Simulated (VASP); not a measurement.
# NiGe (Pnma) in VASP: single point with PBEsol

Aim: the single point of NiGe with PBEsol.

Program: VASP 6.6.1. These are calculated values, not measurements. Logs are shortened: lines on timing, memory, paths and dates and some standing lists are left out, and cuts for length are marked.

## 1. The cell of the first run

The structure is orthorhombic, space group Pnma (No. 62). Conventional cell: a = 5.311 Å, b = 3.440 Å, c = 5.739 Å, α = 90.00°, β = 90.00°, γ = 90.00°. Within 3.1 Å of Ni (site symmetry m) lie 6 Ge at 2.32 to 2.49 Å and 4 Ni at 2.75 to 2.77 Å. Ge (site symmetry m) has 6 Ni at 2.32 to 2.49 Å and 2 Ge at 2.83 Å within 3.1 Å.

## 2. Single point, PBEsol

File INCAR:

```
SYSTEM = NiGe
PREC     = Accurate       ! precision mode
ENCUT    = 520            ! plane-wave cutoff, eV
EDIFF    = 1E-6           ! SCF threshold, eV
ISMEAR   = 0              ! smearing method
SIGMA    = 0.1            ! smearing width, eV
LREAL    = .FALSE.        ! projectors in reciprocal space
LASPH    = .TRUE.         ! aspherical terms in the spheres
NELM     = 80             ! most SCF steps
ALGO     = Normal         ! electronic algorithm
ISIF     = 2              ! what is computed and relaxed
LWAVE    = .FALSE.        ! write WAVECAR
LCHARG   = .FALSE.        ! write CHGCAR
GGA      = PS             ! functional
NBANDS   = 58             ! bands
```

File KPOINTS:

```
regular mesh
0
G
  10 7 6
  0 0 0
```

File POSCAR:

```
NiGe
1.0
    3.4400167565      0.0000000000      0.0000000000
    0.0000000000      5.3107948309      0.0000000000
    0.0000000000      0.0000000000      5.7392574813
Ni Ge
4 4
Direct
    0.2500000000      0.9929865275      0.1888713137
    0.7500000000      0.0070134725      0.8111286863
    0.7500000000      0.5070134725      0.6888713137
    0.2500000000      0.4929865275      0.3111286863
    0.2500000000      0.8116425487      0.5883967018
    0.7500000000      0.1883574513      0.4116032982
    0.7500000000      0.6883574513      0.0883967018
    0.2500000000      0.3116425487      0.9116032982
```

Potentials or basis: VASP PAW PBE potentials, release 64 (Ni, Ge_d).

On the command line:

```sh
cat potpaw_PBE.64/Ni/POTCAR potpaw_PBE.64/Ge_d/POTCAR > POTCAR
mpirun -np 1 vasp_std > vasp.out
```

OUTCAR:

```text
SYSTEM = NiGe
   PREC = Accurate
   ENCUT = 520
   EDIFF = 1E-6
   ISMEAR = 0
   LREAL = .FALSE.
   LASPH = .TRUE.
   NELM = 80
   ISIF = 2
   GGA = PS

 ion  position               nearest neighbor table
   1  0.250  0.993  0.189-   8 2.32   6 2.38   6 2.38   7 2.43   7 2.43   5 2.49   4 2.75   4 2.75
                             2 2.77   2 2.77
   2  0.750  0.007  0.811-   7 2.32   5 2.38   5 2.38   8 2.43   8 2.43   6 2.49   3 2.75   3 2.75
                             1 2.77   1 2.77
   3  0.750  0.507  0.689-   6 2.32   8 2.38   8 2.38   5 2.43   5 2.43   7 2.49   2 2.75   2 2.75
                             4 2.77   4 2.77
   4  0.250  0.493  0.311-   5 2.32   7 2.38   7 2.38   6 2.43   6 2.43   8 2.49   1 2.75   1 2.75
                             3 2.77   3 2.77
   5  0.250  0.812  0.588-   4 2.32   2 2.38   2 2.38   3 2.43   3 2.43   1 2.49   6 2.83   6 2.83

   6  0.750  0.188  0.412-   3 2.32   1 2.38   1 2.38   4 2.43   4 2.43   2 2.49   5 2.83   5 2.83

   7  0.750  0.688  0.088-   2 2.32   4 2.38   4 2.38   1 2.43   1 2.43   3 2.49   8 2.83   8 2.83

   8  0.250  0.312  0.912-   1 2.32   3 2.38   3 2.38   2 2.43   2 2.43   4 2.49   7 2.83   7 2.83

  LATTYP: Found a simple orthorhombic cell.
 ALAT       =     3.4400167565
 B/A-ratio  =     1.5438281866
 C/A-ratio  =     1.6683806759

  Lattice vectors:

 A1 = (   3.4400167565,   0.0000000000,   0.0000000000)
 A2 = (   0.0000000000,   5.3107948309,   0.0000000000)
 A3 = (   0.0000000000,   0.0000000000,   5.7392574813)

Analysis of symmetry for initial positions (statically):
=====================================================================
 Subroutine PRICEL returns:
 Original cell was already a primitive cell.

 Routine SETGRP: Setting up the symmetry group for a
 simple orthorhombic supercell.

 Subroutine GETGRP returns: Found  8 space group operations
 (whereof  2 operations were pure point group operations)
 out of a pool of  8 trial point group operations.

The static configuration has the point symmetry S_2 .
 The point group associated with its full space group is D_2h.

Analysis of symmetry for dynamics (positions and initial velocities):
=====================================================================
 Subroutine PRICEL returns:
 Original cell was already a primitive cell.

 Routine SETGRP: Setting up the symmetry group for a
 simple orthorhombic supercell.

 Subroutine GETGRP returns: Found  8 space group operations
 (whereof  2 operations were pure point group operations)
 out of a pool of  8 trial point group operations.

The dynamic configuration has the point symmetry S_2 .
 The point group associated with its full space group is D_2h.

 Subroutine INISYM returns: Found  8 space group operations
 (whereof  2 operations are pure point group operations),
 and found     1 'primitive' translations

----------------------------------------------------------------------------------------

                                     Primitive cell

  volume of cell :     104.8518

  direct lattice vectors                    reciprocal lattice vectors
     3.440016756  0.000000000  0.000000000     0.290696258  0.000000000  0.000000000
     0.000000000  5.310794831  0.000000000     0.000000000  0.188295732  0.000000000
     0.000000000  0.000000000  5.739257481     0.000000000  0.000000000  0.174238567

  length of vectors
     3.440016756  5.310794831  5.739257481     0.290696258  0.188295732  0.174238567

  position of ions in fractional coordinates (direct lattice)
     0.250000000  0.992986528  0.188871314
     0.750000000  0.007013472  0.811128686
     0.750000000  0.507013472  0.688871314
     0.250000000  0.492986528  0.311128686
     0.250000000  0.811642549  0.588396702
     0.750000000  0.188357451  0.411603298
     0.750000000  0.688357451  0.088396702
     0.250000000  0.311642549  0.911603298

  ion indices of the primitive-cell ions
   primitive index   ion index
                 1           1
                 2           2
                 3           3
                 4           4
                 5           5
                 6           6
                 7           7
                 8           8

----------------------------------------------------------------------------------------

 KPOINTS: regular mesh

Automatic generation of k-mesh.
 Grid dimensions read from file:
 generate k-points for:   10    7    6

 Generating k-lattice:

  Cartesian coordinates                     Fractional coordinates (reciprocal lattice)
     0.029069626  0.000000000  0.000000000     0.100000000  0.000000000  0.000000000
     0.000000000  0.026899390  0.000000000     0.000000000  0.142857143  0.000000000
     0.000000000  0.000000000  0.029039761     0.000000000  0.000000000  0.166666667

  Length of vectors
     0.029069626  0.026899390  0.029039761

  Shift w.r.t. Gamma in fractional coordinates (k-lattice)
     0.000000000  0.000000000  0.000000000

 Subroutine IBZKPT returns following result:
 ===========================================

 Found     96 irreducible k-points:

 Following reciprocal coordinates:
            Coordinates               Weight
  0.000000  0.000000  0.000000      1.000000
  0.100000  0.000000  0.000000      2.000000
  0.200000  0.000000  0.000000      2.000000
  0.300000  0.000000  0.000000      2.000000
  0.400000  0.000000  0.000000      2.000000
  0.500000  0.000000  0.000000      1.000000
[... 16 lines left out ...]
  0.400000  0.428571  0.000000      4.000000
  0.500000  0.428571  0.000000      2.000000
 [... further k-points ...]
   k-points           NKPTS =     96   k-points in BZ     NKDIM =     96   number of bands    NBANDS=     58
   number of dos      NEDOS =    301   number of ions     NIONS =      8
   total plane-waves  NPLWV =  53760
   dimension x,y,z NGX =    28 NGY =   40 NGZ =   48
   dimension x,y,z NGXF=    56 NGYF=   80 NGZF=   96
   ions per type =               4   4
   NGX,Y,Z   is equivalent  to a cutoff of  13.53, 12.52, 13.90 a.u.
   NGXF,Y,Z  is equivalent  to a cutoff of  27.06, 25.04, 27.81 a.u.
 SYSTEM =  NiGe
   PREC   = accura    normal or accurate (medium, high low for compatibility)
   ISTART =      0    job   : 0-new  1-cont  2-samecut
   ICHARG =      2    charge: 1-file 2-atom 10-const
   ISPIN  =      1    spin polarized calculation?
   LNONCOLLINEAR =      F non collinear calculations
   LSORBIT =      F    spin-orbit coupling
   LASPH  =      T    aspherical Exc in radial PAW
   ENCUT  =  520.0 eV  38.22 Ry    6.18 a.u.   6.40  9.87 10.67*2*pi/ulx,y,z
   NELM   =     80;   NELMIN=  2; NELMDL= -5     # of ELM steps
   EDIFF  = 0.1E-05   stopping-criterion for ELM
   LREAL  =      F    real-space projection
   EDIFFG = 0.1E-04   stopping-criterion for IOM
   NSW    =      0    number of steps for IOM
   IBRION =     -1    ionic relax: 0-MD 1-quasi-New 2-CG
   NFREE  =      0    steps in history (QN), initial steepest desc. (CG)
   ISIF   =      2    stress and relaxation
   ISYM   =      2    0-nonsym 1-usesym 2-fastsym
   POTIM  = 0.5000    time-step for ionic-motion
   TEBEG  =    0.0;   TEEND  =   0.0 temperature during run
   PSTRESS=    0.0 pullay stress
   NELECT =      96.0000    total number of electrons
   NUPDOWN=      -1.0000    fix difference up-down
   EMIN   =  10.00;   EMAX   =-10.00  energy-range for DOS
   EFERMI =   0.00;   METHOD = LEGACY
   ISMEAR =     0;   SIGMA  =   0.10  broadening in eV -4-tet -1-fermi 0-gaus
   EFERMI_NEDOS =   21; number of points for ismear=-14 and -15
   IALGO  =     38    algorithm
   IMIX   =      4    mixing-type and parameters
     AMIX     =   0.40;   BMIX     =  1.00
     AMIX_MAG =   1.60;   BMIX_MAG =  1.00
  volume/ion in A,a.u.               =      13.11        88.45
  Fermi-wavevector in a.u.,A,eV,Ry     =   1.589669  3.004038 34.382559  2.527047
  Thomas-Fermi vector in A             =   2.688483
   LORBIT       =      0    0 simple, 1 ext, 2 COOP (PROOUT), +10 PAW based schemes
   GGA     = PS    functional components
   LHFCALC =     F    Hartree Fock is set to
   AEXX    =    0.0000 exact exchange contribution
   IVDW    =     0    specifies the selected vdW correction
   LEPSILON=     F    determine dielectric tensor
   LRPA    =     F    only Hartree local field effects (RPA)
 non-spin polarized calculation
 Gauss-broadening in eV      SIGMA  =   0.10
  energy-cutoff  :      520.00
  volume of cell :      104.85
 maximum number of plane-waves:      2847
 NGX is ok and might be reduce to    28
   NGX = 13   NGY = 19   NGZ = 21

 number of electron      96.0000027 magnetization

 Free energy of the ion-electron system (eV)
  ---------------------------------------------------
  ext. energy  EPLUGINS =         0.00000000
  ---------------------------------------------------
  free energy    TOTEN  =       -47.30139758 eV

  energy without entropy =      -47.29343916  energy(sigma->0) =      -47.29741837

 E-fermi :   9.0605     XC(G=0): -12.8250

 val. band max:        9.0510248622   @ k =   0.4000   0.0000   0.1667
 cond. band min:       9.0985507928   @ k =   0.5000   0.0000   0.3333
 fundamental gap:      0.0475259307
 Fermi energy:         9.0605464397

 k-point     1 :       0.0000    0.0000    0.0000
  band No.  band energies     occupation
      1     -15.5612      2.00000
      2     -15.5469      2.00000
      3     -15.5386      2.00000
      4     -15.5365      2.00000
      5     -15.5196      2.00000
      6     -15.4982      2.00000
[... 50 lines left out ...]
     57      15.7702      0.00000
     58      15.8676      0.00000

 k-point     2 :       0.1000    0.0000    0.0000
  band No.  band energies     occupation
      1     -15.5617      2.00000
      2     -15.5479      2.00000
      3     -15.5357      2.00000
      4     -15.5315      2.00000
      5     -15.5201      2.00000
      6     -15.5022      2.00000
[... 50 lines left out ...]
     57      15.1301      0.00000
     58      16.0233      0.00000
[... 1279 lines left out ...]
     57      16.0376      0.00000
     58      16.2883      0.00000

 k-point    24 :       0.5000    0.4286    0.0000
  band No.  band energies     occupation
      1     -15.5413      2.00000
      2     -15.5413      2.00000
      3     -15.5410      2.00000
      4     -15.5410      2.00000
      5     -15.5061      2.00000
      6     -15.5061      2.00000
[... 50 lines left out ...]
     57      16.5192      0.00000
     58      16.5196      0.00000

 [... further k-points ...]
[... 5 lines left out ...]
  --------------------------------------------------------------------------------------
  -------------------------------------------------------------------------------------
  Total       -0.0944373      0.2981849      0.1402953      0.0000000      0.0000000      0.0000000
  in kB       -1.4430406      4.5563853      2.1437686      0.0000000      0.0000000      0.0000000
  external PRESSURE =       1.7523711 kB  Pullay stress =       0.0000000 kB

 VOLUME and BASIS-vectors are now :
 -----------------------------------------------------------------------------
  energy-cutoff  :      520.00
  volume of cell :      104.85
      direct lattice vectors                 reciprocal lattice vectors
     3.440016756  0.000000000  0.000000000     0.290696258  0.000000000  0.000000000
     0.000000000  5.310794831  0.000000000     0.000000000  0.188295732  0.000000000
     0.000000000  0.000000000  5.739257481     0.000000000  0.000000000  0.174238567

 POSITION                                       TOTAL-FORCE (eV/Angst)
 -----------------------------------------------------------------------------------
      0.86000      5.27355      1.08398         0.000000     -0.003615      0.005453
      2.58001      0.03725      4.65528         0.000000      0.003615     -0.005453
      2.58001      2.69264      3.95361         0.000000      0.003615      0.005453
      0.86000      2.61815      1.78565         0.000000     -0.003615     -0.005453
      0.86000      4.31047      3.37696        -0.000000     -0.004627      0.001677
      2.58001      1.00033      2.36230         0.000000      0.004627     -0.001677
      2.58001      3.65573      0.50733         0.000000      0.004627      0.001677
      0.86000      1.65507      5.23193         0.000000     -0.004627     -0.001677
 -----------------------------------------------------------------------------------
    total drift:                                0.000000      0.000000      0.000000

  FREE ENERGIE OF THE ION-ELECTRON SYSTEM (eV)
  ---------------------------------------------------
  free  energy   TOTEN  =       -47.3013975824 eV

  energy  without entropy=      -47.2934391641  energy(sigma->0) =      -47.29741837
```

It took 9.4 min on 1 thread of Intel Xeon Platinum 8259CL at 2.50GHz (Skylake/Cascade Lake), shared host; peak memory 0.52 GiB.

What came out:

```yaml
Free_energy: -47.3014 eV
Pressure: 0.2 GPa
Largest_force: 0.007 eV/Å
Band_gap_on_the_k_mesh: zero (band 48 reaches 10.23 eV, above the bottom of band 49 at 8.36 eV)
```

Forces in eV/Å, atoms in the order of the input:
```
Ni   0.000 -0.004  0.005
Ni   0.000  0.004 -0.005
Ni   0.000  0.004  0.005
Ni   0.000 -0.004 -0.005
Ge   0.000 -0.005  0.002
Ge   0.000  0.005 -0.002
Ge   0.000  0.005  0.002
Ge   0.000 -0.005 -0.002
```

Caveat: the PAW data sets were made with another functional, which shifts forces and pressure a little.
